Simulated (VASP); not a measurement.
Crystal: Al3Cu2.

```
Al Cu
1.0
     4.09195    0.00000    0.00000
    -2.04598    3.54373    0.00000
     0.00000    0.00000    4.99278
Al Cu
3 2
Cartesian
  0.0000 0.0000 0.0000
  0.0000 2.3625 1.7471
  2.0460 1.1812 3.2457
  0.0000 2.3625 4.1915
  2.0460 1.1812 0.8013
```

Base run:

* Program: VASP 6.6.1
* Functional: PBEsol
* Potentials or basis: VASP PAW PBE potentials, release 64 (Al, Cu)
* Cutoff: 520 eV
* k mesh: 6 × 6 × 4
* Occupations: gaussian, width 0.1 eV
* Spin: no spin polarisation

Its results: band gap on the k mesh zero (an odd number of electrons rules out a gap without spin polarisation); pressure 0.5 GPa; largest force 0.073 eV/Å.

Problem. The run is repeated on the same cell with these changes: k mesh from 6 × 6 × 4 to 1 × 1 × 1. What comes out?

Solution. Band gap on the k mesh zero (an odd number of electrons rules out a gap without spin polarisation); pressure 8.5 GPa; largest force 0.884 eV/Å.

Caveats: some runs use coarse meshes; the PAW data sets were made with another functional, which shifts forces and pressure a little.
